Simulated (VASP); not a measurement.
# BiTe (Fm-3m) in VASP: notebook

BiTe is run at these levels: LDA, PBE; tasks: single point.

All numbers are computed with VASP 6.6.1; they aren't measurements. Logs are shortened: lines on timing, memory, paths and dates and some standing lists are left out, and cuts for length are marked.

## 1. The cell of the first run

The structure is cubic, space group Fm-3m (No. 225). The conventional cell has a = 6.470 Å, b = 6.470 Å, c = 6.470 Å, α = 90.00°, β = 90.00°, γ = 90.00°. Within 4.3 Å of Bi (site symmetry m-3m) lie 6 Te at 3.23 Å. Within 4.3 Å of Te (site symmetry m-3m) lie 6 Bi at 3.23 Å.

## 2. Single point, LDA, collinear spin

Input file INCAR:

```
SYSTEM = BiTe
PREC = Accurate
ENCUT = 500
EDIFF = 1E-6
ISMEAR = 0
SIGMA = 0.1
LREAL = .False.
LASPH = .True.
NELM = 200
ALGO = Normal
ISIF = 2
LWAVE = .False.
LCHARG = .False.
ISPIN = 2
MAGMOM = 0.55 0.06
LORBIT = 11
GGA = CA
NBANDS = 22
GGA_COMPAT = .False.
```

Input file KPOINTS:

```
regular mesh
0
Gamma
  2 2 2
  0 0 0
```

Input file POSCAR:

```
BiTe
1.0
    0.0000000000      3.2350000000      3.2350000000
    3.2350000000      0.0000000000      3.2350000000
    3.2350000000      3.2350000000      0.0000000000
Bi Te
1 1
Direct
    0.0000000000      0.0000000000      0.0000000000
    0.5000000000      0.5000000000      0.5000000000
```

Potentials or basis: VASP PAW LDA potentials, release 64 (Bi_d, Te).

Run with:

```
cat potpaw_LDA.64/Bi_d/POTCAR potpaw_LDA.64/Te/POTCAR > POTCAR
mpirun -np 1 vasp_std > vasp.out
```

OUTCAR:

```text
SYSTEM = BiTe
   PREC = Accurate
   ENCUT = 500
   EDIFF = 1E-6
   ISMEAR = 0
   LREAL = .False.
   LASPH = .True.
   NELM = 200
   ISIF = 2
   ISPIN = 2
   LORBIT = 11
   GGA = CA

 ion  position               nearest neighbor table
   1  0.000  0.000  0.000-   2 3.23   2 3.23   2 3.23   2 3.23   2 3.23   2 3.23
   2  0.500  0.500  0.500-   1 3.23   1 3.23   1 3.23   1 3.23   1 3.23   1 3.23

  LATTYP: Found a face centered cubic cell.
 ALAT       =     6.4700000000

  Lattice vectors:

 A1 = (   0.0000000000,   3.2350000000,   3.2350000000)
 A2 = (   3.2350000000,   0.0000000000,   3.2350000000)
 A3 = (   3.2350000000,   3.2350000000,   0.0000000000)

Analysis of symmetry for initial positions (statically):
=====================================================================
 Subroutine PRICEL returns:
 Original cell was already a primitive cell.

 Routine SETGRP: Setting up the symmetry group for a
 face centered cubic supercell.

 Subroutine GETGRP returns: Found 48 space group operations
 (whereof 48 operations were pure point group operations)
 out of a pool of 48 trial point group operations.

The static configuration has the point symmetry O_h .

Analysis of symmetry for dynamics (positions and initial velocities):
=====================================================================
 Subroutine PRICEL returns:
 Original cell was already a primitive cell.

 Routine SETGRP: Setting up the symmetry group for a
 face centered cubic supercell.

 Subroutine GETGRP returns: Found 48 space group operations
 (whereof 48 operations were pure point group operations)
 out of a pool of 48 trial point group operations.

The dynamic configuration has the point symmetry O_h .

Analysis of structural, dynamic, and magnetic symmetry:
=====================================================================
 Subroutine PRICEL returns:
 Original cell was already a primitive cell.

 Routine SETGRP: Setting up the symmetry group for a
 face centered cubic supercell.

 Subroutine GETGRP returns: Found 48 space group operations
 (whereof 48 operations were pure point group operations)
 out of a pool of 48 trial point group operations.

The overall configuration has the point symmetry O_h .

 Subroutine INISYM returns: Found 48 space group operations
 (whereof 48 operations are pure point group operations),
 and found     1 'primitive' translations

----------------------------------------------------------------------------------------

                                     Primitive cell

  volume of cell :      67.7100

  direct lattice vectors                    reciprocal lattice vectors
     0.000000000  3.235000000  3.235000000    -0.154559505  0.154559505  0.154559505
     3.235000000  0.000000000  3.235000000     0.154559505 -0.154559505  0.154559505
     3.235000000  3.235000000  0.000000000     0.154559505  0.154559505 -0.154559505

  length of vectors
     4.574980874  4.574980874  4.574980874     0.267704916  0.267704916  0.267704916

  position of ions in fractional coordinates (direct lattice)
     0.000000000  0.000000000  0.000000000
     0.500000000  0.500000000  0.500000000

  ion indices of the primitive-cell ions
   primitive index   ion index
                 1           1
                 2           2

----------------------------------------------------------------------------------------

 KPOINTS: regular mesh

Automatic generation of k-mesh.
 Grid dimensions read from file:
 generate k-points for:    2    2    2

 Generating k-lattice:

  Cartesian coordinates                     Fractional coordinates (reciprocal lattice)
    -0.077279753  0.077279753  0.077279753     0.500000000  0.000000000  0.000000000
     0.077279753 -0.077279753  0.077279753     0.000000000  0.500000000  0.000000000
     0.077279753  0.077279753 -0.077279753     0.000000000  0.000000000  0.500000000

  Length of vectors
     0.133852458  0.133852458  0.133852458

  Shift w.r.t. Gamma in fractional coordinates (k-lattice)
     0.000000000  0.000000000  0.000000000

 Subroutine IBZKPT returns following result:
 ===========================================

 Found      3 irreducible k-points:

 Following reciprocal coordinates:
            Coordinates               Weight
  0.000000  0.000000  0.000000      1.000000
  0.500000  0.000000  0.000000      4.000000
  0.500000  0.500000  0.000000      3.000000
   k-points           NKPTS =      3   k-points in BZ     NKDIM =      3   number of bands    NBANDS=     22
   number of dos      NEDOS =    301   number of ions     NIONS =      2
   total plane-waves  NPLWV =  46656
   dimension x,y,z NGX =    36 NGY =   36 NGZ =   36
   dimension x,y,z NGXF=    72 NGYF=   72 NGZF=   72
   ions per type =               1   1
   NGX,Y,Z   is equivalent  to a cutoff of  13.08, 13.08, 13.08 a.u.
   NGXF,Y,Z  is equivalent  to a cutoff of  26.16, 26.16, 26.16 a.u.
 SYSTEM =  BiTe
   PREC   = accura    normal or accurate (medium, high low for compatibility)
   ISTART =      0    job   : 0-new  1-cont  2-samecut
   ICHARG =      2    charge: 1-file 2-atom 10-const
   ISPIN  =      2    spin polarized calculation?
   LNONCOLLINEAR =      F non collinear calculations
   LSORBIT =      F    spin-orbit coupling
   LASPH  =      T    aspherical Exc in radial PAW
   ENCUT  =  500.0 eV  36.75 Ry    6.06 a.u.   8.34  8.34  8.34*2*pi/ulx,y,z
   NELM   =    200;   NELMIN=  2; NELMDL= -5     # of ELM steps
   EDIFF  = 0.1E-05   stopping-criterion for ELM
   LREAL  =      F    real-space projection
   EDIFFG = 0.1E-04   stopping-criterion for IOM
   NSW    =      0    number of steps for IOM
   IBRION =     -1    ionic relax: 0-MD 1-quasi-New 2-CG
   NFREE  =      0    steps in history (QN), initial steepest desc. (CG)
   ISIF   =      2    stress and relaxation
   ISYM   =      2    0-nonsym 1-usesym 2-fastsym
   POTIM  = 0.5000    time-step for ionic-motion
   TEBEG  =    0.0;   TEEND  =   0.0 temperature during run
   PSTRESS=    0.0 pullay stress
   NELECT =      21.0000    total number of electrons
   NUPDOWN=      -1.0000    fix difference up-down
   EMIN   =  10.00;   EMAX   =-10.00  energy-range for DOS
   EFERMI =   0.00;   METHOD = LEGACY
   ISMEAR =     0;   SIGMA  =   0.10  broadening in eV -4-tet -1-fermi 0-gaus
   EFERMI_NEDOS =   21; number of points for ismear=-14 and -15
   IALGO  =     38    algorithm
   IMIX   =      4    mixing-type and parameters
     AMIX     =   0.40;   BMIX     =  1.00
     AMIX_MAG =   1.60;   BMIX_MAG =  1.00
  volume/ion in A,a.u.               =      33.86       228.46
  Fermi-wavevector in a.u.,A,eV,Ry     =   1.108146  2.094092 16.707785  1.227988
  Thomas-Fermi vector in A             =   2.244669
   LORBIT       =     11    0 simple, 1 ext, 2 COOP (PROOUT), +10 PAW based schemes
   GGA     = CA    functional components
   LHFCALC =     F    Hartree Fock is set to
   AEXX    =    0.0000 exact exchange contribution
   IVDW    =     0    specifies the selected vdW correction
   LEPSILON=     F    determine dielectric tensor
   LRPA    =     F    only Hartree local field effects (RPA)
 spin polarized calculation
 Gauss-broadening in eV      SIGMA  =   0.10
  energy-cutoff  :      500.00
  volume of cell :       67.71
 maximum number of plane-waves:      1759
 NGX is ok and might be reduce to    36
   NGX = 17   NGY = 17   NGZ = 17

 number of electron      21.0000001 magnetization       1.0016117

 Free energy of the ion-electron system (eV)
  ---------------------------------------------------
  ext. energy  EPLUGINS =         0.00000000
  ---------------------------------------------------
  free energy    TOTEN  =        -7.02606620 eV

  energy without entropy =       -6.98924595  energy(sigma->0) =       -7.00765608

 E-fermi :   5.3981     XC(G=0):  -9.6473

 val. band max:        5.3819450907   @ k =   0.5000   0.0000   0.0000
 cond. band min:       5.7055889433   @ k =   0.5000   0.0000   0.0000
 fundamental gap:      0.3236438526
 Fermi energy:         5.3981484587

 spin component 1

 k-point     1 :       0.0000    0.0000    0.0000
  band No.  band energies     occupation
      1     -17.2042      1.00000
      2     -17.2042      1.00000
      3     -17.2042      1.00000
      4     -17.2007      1.00000
      5     -17.2007      1.00000
      6      -7.1657      1.00000
[... 14 lines left out ...]
     21      23.4955      0.00000
     22      23.4955      0.00000

 k-point     2 :       0.5000    0.0000    0.0000
  band No.  band energies     occupation
      1     -17.2062      1.00000
      2     -17.2062      1.00000
      3     -17.2023      1.00000
      4     -17.1960      1.00000
      5     -17.1960      1.00000
      6      -5.3373      1.00000
[... 14 lines left out ...]
     21      19.4974      0.00000
     22      21.2170      0.00000

 k-point     3 :       0.5000    0.5000    0.0000
  band No.  band energies     occupation
      1     -17.2132      1.00000
      2     -17.2076      1.00000
      3     -17.1962      1.00000
      4     -17.1939      1.00000
      5     -17.1939      1.00000
      6      -5.4355      1.00000
[... 14 lines left out ...]
     21      18.0468      0.00000
     22      18.2552      0.00000
 Fermi energy:         5.3981484587

 spin component 2

 k-point     1 :       0.0000    0.0000    0.0000
  band No.  band energies     occupation
      1     -17.0949      1.00000
      2     -17.0949      1.00000
      3     -17.0934      1.00000
      4     -17.0934      1.00000
      5     -17.0934      1.00000
      6      -6.8914      1.00000
[... 14 lines left out ...]
     21      23.8454      0.00000
     22      23.8454      0.00000

 k-point     2 :       0.5000    0.0000    0.0000
  band No.  band energies     occupation
      1     -17.0993      1.00000
      2     -17.0993      1.00000
      3     -17.0916      1.00000
      4     -17.0866      1.00000
      5     -17.0866      1.00000
      6      -4.9449      1.00000
[... 14 lines left out ...]
     21      19.7576      0.00000
     22      21.5303      0.00000

 k-point     3 :       0.5000    0.5000    0.0000
  band No.  band energies     occupation
      1     -17.1070      1.00000
      2     -17.0966      1.00000
      3     -17.0906      1.00000
      4     -17.0836      1.00000
      5     -17.0836      1.00000
      6      -5.1415      1.00000
[... 14 lines left out ...]
     21      18.2939      0.00000
     22      18.5752      0.00000

------------------------ aborting loop because EDIFF is reached ----------------------------------------

  FORCE on cell =-STRESS in cart. coord.  units (eV):
  Direction    XX          YY          ZZ          XY          YZ          ZX
  --------------------------------------------------------------------------------------
  -------------------------------------------------------------------------------------
  Total        1.1496260      1.1496260      1.1496260     -0.0000000      0.0000000     -0.0000000
  in kB       27.2028447     27.2028447     27.2028447     -0.0000000      0.0000000     -0.0000000
  external PRESSURE =      27.2028447 kB  Pullay stress =       0.0000000 kB

 VOLUME and BASIS-vectors are now :
 -----------------------------------------------------------------------------
  energy-cutoff  :      500.00
  volume of cell :       67.71
      direct lattice vectors                 reciprocal lattice vectors
     0.000000000  3.235000000  3.235000000    -0.154559505  0.154559505  0.154559505
     3.235000000  0.000000000  3.235000000     0.154559505 -0.154559505  0.154559505
     3.235000000  3.235000000  0.000000000     0.154559505  0.154559505 -0.154559505

 POSITION                                       TOTAL-FORCE (eV/Angst)
 -----------------------------------------------------------------------------------
      0.00000      0.00000      0.00000        -0.000000     -0.000000     -0.000000
      3.23500      3.23500      3.23500         0.000000      0.000000      0.000000
 -----------------------------------------------------------------------------------
    total drift:                               -0.000000      0.000000      0.000000

  FREE ENERGIE OF THE ION-ELECTRON SYSTEM (eV)
  ---------------------------------------------------
  free  energy   TOTEN  =        -7.0260662014 eV

  energy  without entropy=       -6.9892459493  energy(sigma->0) =       -7.00765608

 total charge

# of ion       s       p       d       tot
------------------------------------------
    1        1.624   1.053   9.947  12.624
    2        1.380   2.040   0.023   3.443
--------------------------------------------------
tot          3.004   3.093   9.971  16.067

 magnetization (x)

# of ion       s       p       d       tot
------------------------------------------
    1        0.004   0.448   0.002   0.454
    2        0.053  -0.032   0.021   0.041
--------------------------------------------------
tot          0.057   0.416   0.023   0.495
```

It took 12 s on 1 thread of AMD EPYC 7R13 (Zen 3), shared host; peak memory 0.15 GiB.

Results:

| Quantity | Value |
| --- | --- |
| Free energy | -7.0261 eV |
| Pressure | 2.7 GPa |
| Band gap on the k mesh | zero (filled and empty bands overlap) |
| Net moment | 1.00 μB per cell |
| Site moments | Bi +0.45; Te +0.04 μB |
| Valence electrons inside the program's atomic spheres | Bi 12.62; Te 3.44 |

Levels at points of the mesh, in eV from the Fermi level:
Spin up:
```
           k point  band 7  band 8  band 9  band 10  band 11  band 12  band 13  band 14
(0.00, 0.00, 0.00)   -7.11   -1.42   -1.42    -1.42     2.97     2.97     2.97     5.63
(0.50, 0.00, 0.00)  -10.11   -0.53   -0.53    -0.41    -0.06    -0.02    -0.02     8.29
(0.50, 0.50, 0.00)   -8.90   -4.67   -2.97    -2.97     3.15     4.50     4.50     5.97
```
Spin down:
| k point | band 8 | band 9 | band 10 | band 11 | band 12 | band 13 |
| --- | --- | --- | --- | --- | --- | --- |
| (0.00, 0.00, 0.00) | -1.18 | -1.18 | -1.18 | 3.29 | 3.29 | 3.29 |
| (0.50, 0.00, 0.00) | -0.41 | -0.41 | -0.25 | 0.31 | 0.42 | 0.42 |
| (0.50, 0.50, 0.00) | -4.38 | -2.70 | -2.70 | 3.45 | 4.79 | 4.79 |

Caveat: the k points lie up to 0.84 Å⁻¹ apart, too coarse for converged energies and pressures of a metal; spin-orbit coupling is left out, which moves the levels of the heavy elements.

## 3. Single point, PBE, collinear spin

Input file INCAR:

```
ALGO = Normal ; EDIFF = 1E-6
ENCUT = 500 ; GGA = PE
GGA_COMPAT = False ; ISIF = 2
ISMEAR = 0 ; ISPIN = 2
LASPH = True ; LCHARG = False
LORBIT = 11 ; LREAL = False
LWAVE = False ; MAGMOM = 1.53 1.97
NBANDS = 22 ; NELM = 200
NUPDOWN = 5.0 ; PREC = Accurate
SIGMA = 0.1
```

Input file KPOINTS:

```
k-points
0
Gamma
  4 4 4
```

POSCAR is that of step 2.

Potentials or basis: VASP PAW PBE potentials, release 64 (Bi_d, Te).

Run with:

```
cat potpaw_PBE.64/Bi_d/POTCAR potpaw_PBE.64/Te/POTCAR > POTCAR
mpirun -np 1 vasp_std > vasp.out
```

OUTCAR:

```text
EDIFF = 1E-6
   ENCUT = 500
   GGA = PE
   ISIF = 2
   ISMEAR = 0
   ISPIN = 2
   LASPH = True
   LORBIT = 11
   LREAL = False
   NELM = 200
   NUPDOWN = 5.0
   PREC = Accurate

 ion  position               nearest neighbor table
   1  0.000  0.000  0.000-   2 3.23   2 3.23   2 3.23   2 3.23   2 3.23   2 3.23
   2  0.500  0.500  0.500-   1 3.23   1 3.23   1 3.23   1 3.23   1 3.23   1 3.23

  LATTYP: Found a face centered cubic cell.
 ALAT       =     6.4700000000

  Lattice vectors:

 A1 = (   0.0000000000,   3.2350000000,   3.2350000000)
[... 595 lines left out ...]
  external PRESSURE =     224.2950338 kB  Pullay stress =       0.0000000 kB

 VOLUME and BASIS-vectors are now :
 -----------------------------------------------------------------------------
  energy-cutoff  :      500.00
  volume of cell :       67.71
      direct lattice vectors                 reciprocal lattice vectors
     0.000000000  3.235000000  3.235000000    -0.154559505  0.154559505  0.154559505
     3.235000000  0.000000000  3.235000000     0.154559505 -0.154559505  0.154559505
     3.235000000  3.235000000  0.000000000     0.154559505  0.154559505 -0.154559505

 POSITION                                       TOTAL-FORCE (eV/Angst)
 -----------------------------------------------------------------------------------
      0.00000      0.00000      0.00000        -0.000000     -0.000000     -0.000000
      3.23500      3.23500      3.23500         0.000000      0.000000      0.000000
 -----------------------------------------------------------------------------------
    total drift:                               -0.000000      0.000000      0.000000

  FREE ENERGIE OF THE ION-ELECTRON SYSTEM (eV)
  ---------------------------------------------------
  free  energy   TOTEN  =         1.0652125322 eV

  energy  without entropy=        1.0818432630  energy(sigma->0) =        1.07352790

 total charge

# of ion       s       p       d       tot
------------------------------------------
    1        1.517   1.454   9.920  12.891
    2        1.442   1.790   0.079   3.312
--------------------------------------------------
tot          2.960   3.244   9.999  16.203

 magnetization (x)

# of ion       s       p       d       tot
------------------------------------------
    1        0.093   1.140   0.040   1.272
    2        0.085   1.224   0.073   1.382
--------------------------------------------------
tot          0.178   2.364   0.113   2.654
```

stdout:

```text
POSCAR found type information on POSCAR BiTe
 POSCAR found :  2 types and       2 ions
 scaLAPACK will be used
 LDA part: xc-table for (Slater+PW92), standard interpolation
 POSCAR, INCAR and KPOINTS ok, starting setup
 FFT: planning ... GRIDC
 FFT: planning ... GRID_SOFT
 FFT: planning ... GRID
 WAVECAR not read
 entering main loop
```

Run time: 28 s. Hardware: 1 thread of AMD EPYC 7R13 (Zen 3), shared host; peak memory 0.21 GiB.

What came out:

```yaml
Free_energy: 1.0652 eV
Pressure: 22.4 GPa
Net_moment: 5.00 μB per cell
Site_moments: Bi +1.27; Te +1.38 μB
Valence_electrons_inside_the_program's_atomic_spheres: Bi 12.89; Te 3.31
```

Caveat: the k points lie up to 0.42 Å⁻¹ apart; the moment is held away from its start; spin-orbit coupling is left out, which moves the levels of the heavy elements; the total moment is fixed, so each spin has its own Fermi level.
